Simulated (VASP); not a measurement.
# Pt (Im-3m) in VASP: single point with PBEsol

Aim: the single point of Pt with PBEsol.

Everything below comes from runs of VASP 6.6.1. Logs are shortened: lines on timing, memory, paths and dates and some standing lists are left out, and cuts for length are marked.

## 1. The cell of the first run

It takes space group Im-3m (No. 229, cubic). Conventional cell: a = 3.121 Å, b = 3.121 Å, c = 3.121 Å, α = 90.00°, β = 90.00°, γ = 90.00°. Within 3.6 Å of Pt (site symmetry m-3m) lie 14 Pt at 2.70 to 3.12 Å.

## 2. Single point, PBEsol

Contents of INCAR:

```
SYSTEM = Pt
PREC     = Accurate       ! precision mode
ENCUT    = 500            ! plane-wave cutoff, eV
EDIFF    = 1E-6           ! SCF threshold, eV
ISMEAR   = 0              ! smearing method
SIGMA    = 0.1            ! smearing width, eV
LREAL    = .False.        ! projectors in reciprocal space
LASPH    = .True.         ! aspherical terms in the spheres
NELM     = 120            ! most SCF steps
ALGO     = Normal         ! electronic algorithm
ISIF     = 2              ! what is computed and relaxed
LWAVE    = .False.        ! write WAVECAR
LCHARG   = .False.        ! write CHGCAR
GGA      = PS             ! functional
NBANDS   = 11             ! bands
GGA_COMPAT= .False.
```

Contents of KPOINTS:

```
regular mesh
0
Gamma
  6 6 6
  0 0 0
```

Contents of POSCAR:

```
Pt
1.0
   -1.5603896167      1.5603896167      1.5603896167
    1.5603896167     -1.5603896167      1.5603896167
    1.5603896167      1.5603896167     -1.5603896167
Pt
1
Direct
    0.0000000000      0.0000000000      0.0000000000
```

Potentials or basis: VASP PAW PBE potentials, release 64 (Pt).

Started as:

```
$ cat potpaw_PBE.64/Pt/POTCAR > POTCAR
$ mpirun -np 1 vasp_std > vasp.out
```

OUTCAR:

```text
SYSTEM = Pt
   PREC = Accurate
   ENCUT = 500
   EDIFF = 1E-6
   ISMEAR = 0
   LREAL = .False.
   LASPH = .True.
   NELM = 120
   ISIF = 2
   GGA = PS

 ion  position               nearest neighbor table
   1  0.000  0.000  0.000-

  LATTYP: Found a body centered cubic cell.
 ALAT       =     3.1207792334

  Lattice vectors:

 A1 = (  -1.5603896167,   1.5603896167,   1.5603896167)
 A2 = (   1.5603896167,  -1.5603896167,   1.5603896167)
 A3 = (   1.5603896167,   1.5603896167,  -1.5603896167)

Analysis of symmetry for initial positions (statically):
=====================================================================
 Subroutine PRICEL returns:
 Original cell was already a primitive cell.

 Routine SETGRP: Setting up the symmetry group for a
 body centered cubic supercell.

 Subroutine GETGRP returns: Found 48 space group operations
 (whereof 48 operations were pure point group operations)
 out of a pool of 48 trial point group operations.

The static configuration has the point symmetry O_h .

Analysis of symmetry for dynamics (positions and initial velocities):
=====================================================================
 Subroutine PRICEL returns:
 Original cell was already a primitive cell.

 Routine SETGRP: Setting up the symmetry group for a
 body centered cubic supercell.

 Subroutine GETGRP returns: Found 48 space group operations
 (whereof 48 operations were pure point group operations)
 out of a pool of 48 trial point group operations.

The dynamic configuration has the point symmetry O_h .

 Subroutine INISYM returns: Found 48 space group operations
 (whereof 48 operations are pure point group operations),
 and found     1 'primitive' translations

----------------------------------------------------------------------------------------

                                     Primitive cell

  volume of cell :      15.1970

  direct lattice vectors                    reciprocal lattice vectors
    -1.560389617  1.560389617  1.560389617     0.000000000  0.320432791  0.320432791
     1.560389617 -1.560389617  1.560389617     0.320432791  0.000000000  0.320432791
     1.560389617  1.560389617 -1.560389617     0.320432791  0.320432791  0.000000000

  length of vectors
     2.702674096  2.702674096  2.702674096     0.453160399  0.453160399  0.453160399

  position of ions in fractional coordinates (direct lattice)
     0.000000000  0.000000000  0.000000000
[... 72 lines left out ...]
   NFREE  =      0    steps in history (QN), initial steepest desc. (CG)
   ISIF   =      2    stress and relaxation
   ISYM   =      2    0-nonsym 1-usesym 2-fastsym
   POTIM  = 0.5000    time-step for ionic-motion
   TEBEG  =    0.0;   TEEND  =   0.0 temperature during run
   PSTRESS=    0.0 pullay stress
   NELECT =      10.0000    total number of electrons
   NUPDOWN=      -1.0000    fix difference up-down
   EMIN   =  10.00;   EMAX   =-10.00  energy-range for DOS
   EFERMI =   0.00;   METHOD = LEGACY
   ISMEAR =     0;   SIGMA  =   0.10  broadening in eV -4-tet -1-fermi 0-gaus
   EFERMI_NEDOS =   21; number of points for ismear=-14 and -15
   IALGO  =     38    algorithm
   IMIX   =      4    mixing-type and parameters
     AMIX     =   0.40;   BMIX     =  1.00
     AMIX_MAG =   1.60;   BMIX_MAG =  1.00
  volume/ion in A,a.u.               =      15.20       102.55
  Fermi-wavevector in a.u.,A,eV,Ry     =   1.423929  2.690836 27.586831  2.027575
  Thomas-Fermi vector in A             =   2.544475
   LORBIT       =      0    0 simple, 1 ext, 2 COOP (PROOUT), +10 PAW based schemes
   GGA     = PS    functional components
   LHFCALC =     F    Hartree Fock is set to
   AEXX    =    0.0000 exact exchange contribution
   IVDW    =     0    specifies the selected vdW correction
   LEPSILON=     F    determine dielectric tensor
   LRPA    =     F    only Hartree local field effects (RPA)
 non-spin polarized calculation
 Gauss-broadening in eV      SIGMA  =   0.10
  energy-cutoff  :      500.00
  volume of cell :       15.20
 maximum number of plane-waves:       394
   NGX =  9   NGY =  9   NGZ =  9

 number of electron      10.0000000 magnetization

 number of electron       9.9999997 magnetization

 Free energy of the ion-electron system (eV)
  ---------------------------------------------------
  ext. energy  EPLUGINS =         0.00000000
  ---------------------------------------------------
  free energy    TOTEN  =        -6.84747156 eV

  energy without entropy =       -6.84487513  energy(sigma->0) =       -6.84617335

 E-fermi :  10.5176     XC(G=0): -13.5681

 val. band max:       10.3289894201   @ k =   0.3333   0.0000   0.0000
 cond. band min:      10.6142007601   @ k =  -0.3333   0.5000   0.1667
 fundamental gap:      0.2852113400
 Fermi energy:        10.5175994824

 k-point     1 :       0.0000    0.0000    0.0000
  band No.  band energies     occupation
      1       0.7508      2.00000
      2       7.0693      2.00000
      3       7.0693      2.00000
      4       7.0693      2.00000
      5       9.7131      2.00000
      6       9.7131      2.00000
      7      27.7901      0.00000
      8      27.7901      0.00000
      9      27.7901      0.00000
     10      38.2855      0.00000
     11      38.2855      0.00000
[... 197 lines left out ...]
 k-point    16 :       0.5000    0.5000    0.5000
  band No.  band energies     occupation
      1       4.2668      2.00000
      2       4.2668      2.00000
      3      11.3602      0.00000
      4      11.3602      0.00000
      5      11.3602      0.00000
      6      18.4288      0.00000
      7      18.4288      0.00000
      8      18.4288      0.00000
      9      24.0299      0.00000
     10      30.3126      0.00000
     11      30.3126      0.00000

------------------------ aborting loop because EDIFF is reached ----------------------------------------

  FORCE on cell =-STRESS in cart. coord.  units (eV):
  Direction    XX          YY          ZZ          XY          YZ          ZX
  --------------------------------------------------------------------------------------
  -------------------------------------------------------------------------------------
  Total        0.0581914      0.0581914      0.0581914     -0.0000000      0.0000000      0.0000000
  in kB        6.1349382      6.1349382      6.1349382     -0.0000000      0.0000000      0.0000000
  external PRESSURE =       6.1349382 kB  Pullay stress =       0.0000000 kB

 VOLUME and BASIS-vectors are now :
 -----------------------------------------------------------------------------
  energy-cutoff  :      500.00
  volume of cell :       15.20
      direct lattice vectors                 reciprocal lattice vectors
    -1.560389617  1.560389617  1.560389617     0.000000000  0.320432791  0.320432791
     1.560389617 -1.560389617  1.560389617     0.320432791  0.000000000  0.320432791
     1.560389617  1.560389617 -1.560389617     0.320432791  0.320432791  0.000000000

 POSITION                                       TOTAL-FORCE (eV/Angst)
 -----------------------------------------------------------------------------------
      0.00000      0.00000      0.00000         0.000000     -0.000000     -0.000000
 -----------------------------------------------------------------------------------
    total drift:                                0.000000     -0.000000      0.000000

  FREE ENERGIE OF THE ION-ELECTRON SYSTEM (eV)
  ---------------------------------------------------
  free  energy   TOTEN  =        -6.8474715640 eV

  energy  without entropy=       -6.8448751333  energy(sigma->0) =       -6.84617335
```

OSZICAR:

```text
N       E                     dE             d eps       ncg     rms          rms(c)
DAV:   1     0.351646882996E+02    0.35165E+02   -0.50632E+03   360   0.805E+02
DAV:   2    -0.666388663953E+01   -0.41829E+02   -0.40058E+02   400   0.172E+02
DAV:   3    -0.725736040603E+01   -0.59347E+00   -0.58558E+00   411   0.185E+01
DAV:   4    -0.725954576982E+01   -0.21854E-02   -0.21853E-02   403   0.134E+00
DAV:   5    -0.725956224126E+01   -0.16471E-04   -0.16470E-04   415   0.107E-01    0.126E+01
DAV:   6    -0.688307276095E+01    0.37649E+00   -0.82413E-01   370   0.724E+00    0.650E+00
DAV:   7    -0.685121422857E+01    0.31859E-01   -0.90760E-02   403   0.233E+00    0.266E+00
DAV:   8    -0.684754037914E+01    0.36738E-02   -0.25500E-03   382   0.462E-01    0.384E-01
DAV:   9    -0.684746757696E+01    0.72802E-04   -0.39773E-05   420   0.472E-02    0.107E-02
DAV:  10    -0.684747160814E+01   -0.40312E-05   -0.10724E-06   395   0.938E-03    0.291E-03
DAV:  11    -0.684747156399E+01    0.44147E-07   -0.13023E-07   221   0.299E-03
   1 F= -.68474716E+01 E0= -.68461733E+01  d E =-.259643E-02
```

Run time: 4.3 s. Hardware: 1 thread of Intel Xeon Platinum 8488C (Sapphire Rapids), shared host; peak memory 0.12 GiB.

What came out:

```
Free energy            : -6.8475 eV
Pressure               : 0.6 GPa
Band gap on the k mesh : zero (band 5 reaches 11.78 eV, above the bottom of band 6 at 9.71 eV)
```

Levels at points of the mesh, in eV from the Fermi level:
| k point | band 3 | band 4 | band 5 | band 6 | band 7 | band 8 |
| --- | --- | --- | --- | --- | --- | --- |
| (0.00, 0.00, 0.00) | -3.45 | -3.45 | -0.80 | -0.80 | 17.27 | 17.27 |
| (0.50, 0.00, 0.00) | -0.99 | -0.44 | 0.28 | 1.41 | 6.85 | 13.43 |
| (0.50, 0.50, 0.50) | 0.84 | 0.84 | 0.84 | 7.91 | 7.91 | 7.91 |

Caveat: the k points lie up to 0.47 Å⁻¹ apart; the PAW data sets were made with another functional, which shifts forces and pressure a little; spin-orbit coupling is left out, which moves the levels of the heavy elements.
